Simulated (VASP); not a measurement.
# ZnAg3 (Pm-3m) in VASP: notebook

The runs below take ZnAg3 through single point, relaxation of cell and atoms, with LDA.

Program: VASP 6.6.1. These are calculated values, not measurements. Logs are shortened: lines on timing, memory, paths and dates and some standing lists are left out, and cuts for length are marked.

## Step 1: The cell of the first run

Symmetry: Pm-3m, No. 221, cubic system. Conventional cell: a = 3.943 Å, b = 3.943 Å, c = 3.943 Å, α = 90.00°, β = 90.00°, γ = 90.00°. Zn (site symmetry m-3m) has 12 Ag at 2.79 Å within 3.7 Å. Ag (site symmetry 4/mmm) has 4 Zn at 2.79 Å and 8 Ag at 2.79 Å within 3.7 Å.

## Step 2: Single point, LDA

INCAR reads:

```
SYSTEM = ZnAg3
ALGO = Normal
EDIFF = 1E-6
ENCUT = 520
GGA = CA
ISIF = 2
ISMEAR = 0
LASPH = .TRUE.
LCHARG = .TRUE.
LELF = .TRUE.
LREAL = .FALSE.
LVHAR = .TRUE.
LWAVE = .FALSE.
NBANDS = 30
NELM = 100
PREC = Accurate
SIGMA = 0.1
```

KPOINTS reads:

```
k-points
0
G
  6 6 6
  0 0 0
```

POSCAR reads:

```
ZnAg3
1.0
    3.9430635786      0.0000000000      0.0000000000
    0.0000000000      3.9430635786      0.0000000000
    0.0000000000      0.0000000000      3.9430635786
Zn Ag
1 3
Direct
    0.0000000000      0.0000000000      0.0000000000
    0.0000000000      0.5000000000      0.5000000000
    0.5000000000      0.0000000000      0.5000000000
    0.5000000000      0.5000000000      0.0000000000
```

Potentials or basis: VASP PAW LDA potentials, release 64 (Zn, Ag).

Run with:

```
> cat potpaw_LDA.64/Zn/POTCAR potpaw_LDA.64/Ag/POTCAR > POTCAR
> mpirun -np 1 vasp_std > vasp.out
```

OUTCAR:

```text
SYSTEM = ZnAg3
   EDIFF = 1E-6
   ENCUT = 520
   GGA = CA
   ISIF = 2
   ISMEAR = 0
   LASPH = .TRUE.
   LREAL = .FALSE.
   NELM = 100
   PREC = Accurate

 ion  position               nearest neighbor table
   1  0.000  0.000  0.000-   2 2.79   3 2.79   4 2.79   2 2.79   3 2.79   2 2.79   4 2.79   2 2.79
                             3 2.79   4 2.79   3 2.79   4 2.79
   2  0.000  0.500  0.500-   1 2.79   3 2.79   4 2.79   1 2.79   4 2.79   1 2.79   3 2.79   1 2.79
                             3 2.79   4 2.79   4 2.79   3 2.79
   3  0.500  0.000  0.500-   1 2.79   2 2.79   4 2.79   1 2.79   4 2.79   2 2.79   4 2.79   4 2.79
                             1 2.79   2 2.79   1 2.79   2 2.79
   4  0.500  0.500  0.000-   1 2.79   2 2.79   3 2.79   2 2.79   3 2.79   1 2.79   3 2.79   3 2.79
                             1 2.79   2 2.79   2 2.79   1 2.79

  LATTYP: Found a simple cubic cell.
 ALAT       =     3.9430635786

  Lattice vectors:

 A1 = (   3.9430635786,   0.0000000000,   0.0000000000)
 A2 = (   0.0000000000,   3.9430635786,   0.0000000000)
 A3 = (   0.0000000000,   0.0000000000,   3.9430635786)

Analysis of symmetry for initial positions (statically):
=====================================================================
 Subroutine PRICEL returns:
 Original cell was already a primitive cell.

 Routine SETGRP: Setting up the symmetry group for a
 simple cubic supercell.

 Subroutine GETGRP returns: Found 48 space group operations
 (whereof 48 operations were pure point group operations)
 out of a pool of 48 trial point group operations.

The static configuration has the point symmetry O_h .

Analysis of symmetry for dynamics (positions and initial velocities):
=====================================================================
 Subroutine PRICEL returns:
 Original cell was already a primitive cell.

 Routine SETGRP: Setting up the symmetry group for a
 simple cubic supercell.

 Subroutine GETGRP returns: Found 48 space group operations
 (whereof 48 operations were pure point group operations)
 out of a pool of 48 trial point group operations.

The dynamic configuration has the point symmetry O_h .

 Subroutine INISYM returns: Found 48 space group operations
 (whereof 48 operations are pure point group operations),
 and found     1 'primitive' translations

----------------------------------------------------------------------------------------

                                     Primitive cell

  volume of cell :      61.3058

  direct lattice vectors                    reciprocal lattice vectors
     3.943063579  0.000000000  0.000000000     0.253609910  0.000000000  0.000000000
     0.000000000  3.943063579  0.000000000     0.000000000  0.253609910  0.000000000
     0.000000000  0.000000000  3.943063579     0.000000000  0.000000000  0.253609910

  length of vectors
     3.943063579  3.943063579  3.943063579     0.253609910  0.253609910  0.253609910

  position of ions in fractional coordinates (direct lattice)
     0.000000000  0.000000000  0.000000000
     0.000000000  0.500000000  0.500000000
     0.500000000  0.000000000  0.500000000
     0.500000000  0.500000000  0.000000000

  ion indices of the primitive-cell ions
   primitive index   ion index
                 1           1
                 2           2
                 3           3
                 4           4

----------------------------------------------------------------------------------------

 KPOINTS: k-points

Automatic generation of k-mesh.
 Grid dimensions read from file:
 generate k-points for:    6    6    6

 Generating k-lattice:

  Cartesian coordinates                     Fractional coordinates (reciprocal lattice)
     0.042268318  0.000000000  0.000000000     0.166666667  0.000000000  0.000000000
     0.000000000  0.042268318  0.000000000     0.000000000  0.166666667  0.000000000
     0.000000000  0.000000000  0.042268318     0.000000000  0.000000000  0.166666667

  Length of vectors
     0.042268318  0.042268318  0.042268318

  Shift w.r.t. Gamma in fractional coordinates (k-lattice)
     0.000000000  0.000000000  0.000000000

 Subroutine IBZKPT returns following result:
 ===========================================

 Found     20 irreducible k-points:

 Following reciprocal coordinates:
            Coordinates               Weight
  0.000000  0.000000  0.000000      1.000000
  0.166667  0.000000  0.000000      6.000000
  0.333333  0.000000  0.000000      6.000000
  0.500000  0.000000  0.000000      3.000000
  0.166667  0.166667  0.000000     12.000000
  0.333333  0.166667  0.000000     24.000000
[... 12 lines left out ...]
  0.500000  0.500000  0.333333      6.000000
  0.500000  0.500000  0.500000      1.000000
   k-points           NKPTS =     20   k-points in BZ     NKDIM =     20   number of bands    NBANDS=     30
   number of dos      NEDOS =    301   number of ions     NIONS =      4
   total plane-waves  NPLWV =  27000
   dimension x,y,z NGX =    30 NGY =   30 NGZ =   30
   dimension x,y,z NGXF=    60 NGYF=   60 NGZF=   60
   ions per type =               1   3
   NGX,Y,Z   is equivalent  to a cutoff of  12.65, 12.65, 12.65 a.u.
   NGXF,Y,Z  is equivalent  to a cutoff of  25.30, 25.30, 25.30 a.u.
 SYSTEM =  ZnAg3
   PREC   = accura    normal or accurate (medium, high low for compatibility)
   ISTART =      0    job   : 0-new  1-cont  2-samecut
   ICHARG =      2    charge: 1-file 2-atom 10-const
   ISPIN  =      1    spin polarized calculation?
   LNONCOLLINEAR =      F non collinear calculations
   LSORBIT =      F    spin-orbit coupling
   LASPH  =      T    aspherical Exc in radial PAW
   ENCUT  =  520.0 eV  38.22 Ry    6.18 a.u.   7.33  7.33  7.33*2*pi/ulx,y,z
   NELM   =    100;   NELMIN=  2; NELMDL= -5     # of ELM steps
   EDIFF  = 0.1E-05   stopping-criterion for ELM
   LREAL  =      F    real-space projection
   EDIFFG = 0.1E-04   stopping-criterion for IOM
   NSW    =      0    number of steps for IOM
   IBRION =     -1    ionic relax: 0-MD 1-quasi-New 2-CG
   NFREE  =      0    steps in history (QN), initial steepest desc. (CG)
   ISIF   =      2    stress and relaxation
   ISYM   =      2    0-nonsym 1-usesym 2-fastsym
   POTIM  = 0.5000    time-step for ionic-motion
   TEBEG  =    0.0;   TEEND  =   0.0 temperature during run
   PSTRESS=    0.0 pullay stress
   NELECT =      45.0000    total number of electrons
   NUPDOWN=      -1.0000    fix difference up-down
   EMIN   =  10.00;   EMAX   =-10.00  energy-range for DOS
   EFERMI =   0.00;   METHOD = LEGACY
   ISMEAR =     0;   SIGMA  =   0.10  broadening in eV -4-tet -1-fermi 0-gaus
   EFERMI_NEDOS =   21; number of points for ismear=-14 and -15
   IALGO  =     38    algorithm
   IMIX   =      4    mixing-type and parameters
     AMIX     =   0.40;   BMIX     =  1.00
     AMIX_MAG =   1.60;   BMIX_MAG =  1.00
  volume/ion in A,a.u.               =      15.33       103.43
  Fermi-wavevector in a.u.,A,eV,Ry     =   1.476767  2.790684 29.672128  2.180840
  Thomas-Fermi vector in A             =   2.591253
   LORBIT       =      0    0 simple, 1 ext, 2 COOP (PROOUT), +10 PAW based schemes
   GGA     = CA    functional components
   LHFCALC =     F    Hartree Fock is set to
   AEXX    =    0.0000 exact exchange contribution
   IVDW    =     0    specifies the selected vdW correction
   LEPSILON=     F    determine dielectric tensor
   LRPA    =     F    only Hartree local field effects (RPA)
 non-spin polarized calculation
 Gauss-broadening in eV      SIGMA  =   0.10
  energy-cutoff  :      520.00
  volume of cell :       61.31
 maximum number of plane-waves:      1671
 NGX is ok and might be reduce to    30
   NGX = 15   NGY = 15   NGZ = 15

 number of electron      45.0000035 magnetization

 Free energy of the ion-electron system (eV)
  ---------------------------------------------------
  ext. energy  EPLUGINS =         0.00000000
  ---------------------------------------------------
  free energy    TOTEN  =       -13.38018521 eV

  energy without entropy =      -13.37822152  energy(sigma->0) =      -13.37920337

 E-fermi :   8.2314     XC(G=0): -12.8923

 val. band max:        8.0731875773   @ k =   0.1667   0.1667   0.0000
 cond. band min:       8.3400625358   @ k =   0.5000   0.3333   0.3333
 fundamental gap:      0.2668749585
 Fermi energy:         8.2314076742

 k-point     1 :       0.0000    0.0000    0.0000
  band No.  band energies     occupation
      1      -1.1458      2.00000
      2       0.1866      2.00000
      3       0.1866      2.00000
      4       0.3178      2.00000
      5       0.3178      2.00000
      6       0.3178      2.00000
[... 22 lines left out ...]
     29      17.4863      0.00000
     30      17.4863      0.00000

 k-point     2 :       0.1667    0.0000    0.0000
  band No.  band energies     occupation
      1      -0.8471      2.00000
      2       0.2624      2.00000
      3       0.2681      2.00000
      4       0.3613      2.00000
      5       0.3916      2.00000
      6       0.3916      2.00000
[... 22 lines left out ...]
     29      17.0973      0.00000
     30      17.0973      0.00000

 k-point     3 :       0.3333    0.0000    0.0000
  band No.  band energies     occupation
      1      -0.0482      2.00000
      2       0.4124      2.00000
      3       0.4559      2.00000
      4       0.4893      2.00000
      5       0.5639      2.00000
      6       0.5639      2.00000
[... 22 lines left out ...]
     29      16.1718      0.00000
     30      16.7001      0.00000

 k-point     4 :       0.5000    0.0000    0.0000
  band No.  band energies     occupation
      1       0.3860      2.00000
      2       0.4858      2.00000
      3       0.5078      2.00000
      4       0.6681      2.00000
      5       0.6681      2.00000
      6       1.1149      2.00000
[... 22 lines left out ...]
     29      15.7792      0.00000
     30      15.9343      0.00000

 k-point     5 :       0.1667    0.1667    0.0000
  band No.  band energies     occupation
      1      -0.5646      2.00000
      2       0.3175      2.00000
      3       0.3456      2.00000
      4       0.4151      2.00000
      5       0.4388      2.00000
      6       0.4645      2.00000
[... 22 lines left out ...]
     29      17.2705      0.00000
     30      17.9366      0.00000
[... 394 lines left out ...]
     29      20.4481      0.00000
     30      20.8793      0.00000

 k-point    18 :       0.5000    0.3333    0.3333
  band No.  band energies     occupation
      1       0.3564      2.00000
      2       0.3696      2.00000
      3       0.3910      2.00000
      4       0.7024      2.00000
      5       0.7117      2.00000
      6       0.7665      2.00000
[... 22 lines left out ...]
     29      21.0878      0.00000
     30      21.3528      0.00000

 k-point    19 :       0.5000    0.5000    0.3333
  band No.  band energies     occupation
      1       0.3135      2.00000
      2       0.3313      2.00000
      3       0.3313      2.00000
      4       0.5242      2.00000
      5       0.7244      2.00000
      6       0.7701      2.00000
[... 22 lines left out ...]
     29      21.6345      0.00000
     30      23.2991      0.00000

 k-point    20 :       0.5000    0.5000    0.5000
  band No.  band energies     occupation
      1       0.2496      2.00000
      2       0.2496      2.00000
      3       0.2496      2.00000
      4       0.3582      2.00000
      5       0.7484      2.00000
      6       0.7484      2.00000
[... 22 lines left out ...]
     29      23.6920      0.00000
     30      23.7012      0.00000

------------------------ aborting loop because EDIFF is reached ----------------------------------------

  FORCE on cell =-STRESS in cart. coord.  units (eV):
  Direction    XX          YY          ZZ          XY          YZ          ZX
  --------------------------------------------------------------------------------------
  -------------------------------------------------------------------------------------
  Total        0.0873826      0.0873826      0.0873826      0.0000000      0.0000000     -0.0000000
  in kB        2.2836735      2.2836735      2.2836735      0.0000000      0.0000000     -0.0000000
  external PRESSURE =       2.2836735 kB  Pullay stress =       0.0000000 kB

 VOLUME and BASIS-vectors are now :
 -----------------------------------------------------------------------------
  energy-cutoff  :      520.00
  volume of cell :       61.31
      direct lattice vectors                 reciprocal lattice vectors
     3.943063579  0.000000000  0.000000000     0.253609910  0.000000000  0.000000000
     0.000000000  3.943063579  0.000000000     0.000000000  0.253609910  0.000000000
     0.000000000  0.000000000  3.943063579     0.000000000  0.000000000  0.253609910

 POSITION                                       TOTAL-FORCE (eV/Angst)
 -----------------------------------------------------------------------------------
      0.00000      0.00000      0.00000         0.000000      0.000000      0.000000
      0.00000      1.97153      1.97153         0.000000      0.000000      0.000000
      1.97153      0.00000      1.97153         0.000000      0.000000      0.000000
      1.97153      1.97153      0.00000         0.000000      0.000000      0.000000
 -----------------------------------------------------------------------------------
    total drift:                                0.000000      0.000000     -0.000000

  FREE ENERGIE OF THE ION-ELECTRON SYSTEM (eV)
  ---------------------------------------------------
  free  energy   TOTEN  =       -13.3801852091 eV

  energy  without entropy=      -13.3782215225  energy(sigma->0) =      -13.37920337
```

Run time: 60 s. Hardware: 1 thread of Intel Xeon 8259CL, shared host; peak memory 0.17 GiB.

What came out:

```
Free energy            : -13.3802 eV
Pressure               : 0.2 GPa
Band gap on the k mesh : zero (an odd number of electrons rules out a gap without spin polarisation)
```

Levels at points of the mesh, in eV from the Fermi level:
```
           k point  band 20  band 21  band 22  band 23  band 24  band 25
(0.00, 0.00, 0.00)    -3.07    -3.07     0.45     0.45     0.45     4.70
(0.50, 0.00, 0.00)    -4.29    -3.82    -3.07     4.68     4.68     4.77
(0.50, 0.50, 0.00)    -4.27    -2.35    -2.27    -1.06    -1.06     6.88
(0.50, 0.50, 0.50)    -3.33    -1.76    -1.76    -1.76    -0.97     1.24
```

## Step 3: Relaxation of cell and atoms, LDA

This run uses another cell than the first one, of 16.64 Å³/atom.

INCAR reads:

```
ALGO = Normal ; EDIFF = 1E-7
EDIFFG = -0.01 ; ENCUT = 600
IBRION = 2 ; ISIF = 3
ISMEAR = 0 ; LASPH = True
LCHARG = False ; LREAL = False
LWAVE = False ; NELM = 60
NSW = 60 ; PREC = Accurate
SIGMA = 0.1
```

KPOINTS reads:

```
k-points
0
Gamma
  6 6 6
```

POSCAR reads:

```
ZnAg3
1.0
    4.0525000000      0.0000000000      0.0000000000
    0.0000000000      4.0525000000      0.0000000000
    0.0000000000      0.0000000000      4.0525000000
Zn Ag
1 3
Direct
    0.0000000000      0.0000000000      0.0000000000
    0.0000000000      0.5000000000      0.5000000000
    0.5000000000      0.0000000000      0.5000000000
    0.5000000000      0.5000000000      0.0000000000
```

Potentials or basis: VASP PAW LDA potentials, release 64 (Zn, Ag).

Run with:

```
> cat potpaw_LDA.64/Zn/POTCAR potpaw_LDA.64/Ag/POTCAR > POTCAR
> mpirun -np 1 vasp_std > vasp.out
```

It took 2.4 min on 1 thread of Intel Xeon 8259CL, shared host; peak memory 0.18 GiB.

The run converged. Its results:

| Item | Value |
| --- | --- |
| Free energy | -13.3818 eV |
| Relaxed volume | 15.37 Å³/atom |
| Relaxed cell | a = 3.947 Å, b = 3.947 Å, c = 3.947 Å, α = 90.00°, β = 90.00°, γ = 90.00° |
| Space group after relaxing (to 0.1 Å) | Pm-3m (No. 221) |
| Energy gained by relaxing | 37.8 meV/atom |
| Ionic steps | 3 |
| Pressure after relaxing | -0.1 GPa |
| Band gap on the k mesh | zero (an odd number of electrons rules out a gap without spin polarisation) |

The path:
| step | energy change (eV) | largest force (eV/Å) | pressure (GPa) | volume (Å³) |
| --- | --- | --- | --- | --- |
| 1 | 0.0000 | 0.0000 | -8.66 | 66.55 |
| 2 | -0.0722 | 0.0000 | 8.42 | 58.26 |
| 3 | -0.1511 | 0.0000 | -0.06 | 61.47 |

Final structure:
```cif
data_structure
_symmetry_space_group_name_H-M 'P 1'
_symmetry_Int_Tables_number 1
_cell_length_a 3.9466
_cell_length_b 3.9466
_cell_length_c 3.9466
_cell_angle_alpha 90.000
_cell_angle_beta 90.000
_cell_angle_gamma 90.000
_cell_volume 61.47
loop_
_atom_site_label
_atom_site_type_symbol
_atom_site_fract_x
_atom_site_fract_y
_atom_site_fract_z
_atom_site_occupancy
Zn1 Zn 0.00000 0.00000 0.00000 1
Ag1 Ag 0.00000 0.50000 0.50000 1
Ag2 Ag 0.50000 0.00000 0.50000 1
Ag3 Ag 0.50000 0.50000 0.00000 1
```

Levels at points of the mesh, in eV from the Fermi level:
```tsv
k point	band 18	band 19	band 20	band 21	band 22	band 23	band 24	band 25	band 26	band 27
(0.00, 0.00, 0.00)	-3.37	-3.07	-3.07	-3.07	0.46	0.46	0.46	4.68	6.22	6.22
(0.50, 0.00, 0.00)	-4.50	-4.46	-4.28	-3.82	-3.07	4.67	4.67	4.76	5.18	5.18
(0.50, 0.50, 0.00)	-4.75	-4.28	-4.26	-2.35	-2.27	-1.06	-1.06	6.87	7.27	8.30
(0.50, 0.50, 0.50)	-3.33	-3.33	-3.33	-1.75	-1.75	-1.75	-0.97	1.23	3.03	3.03
```
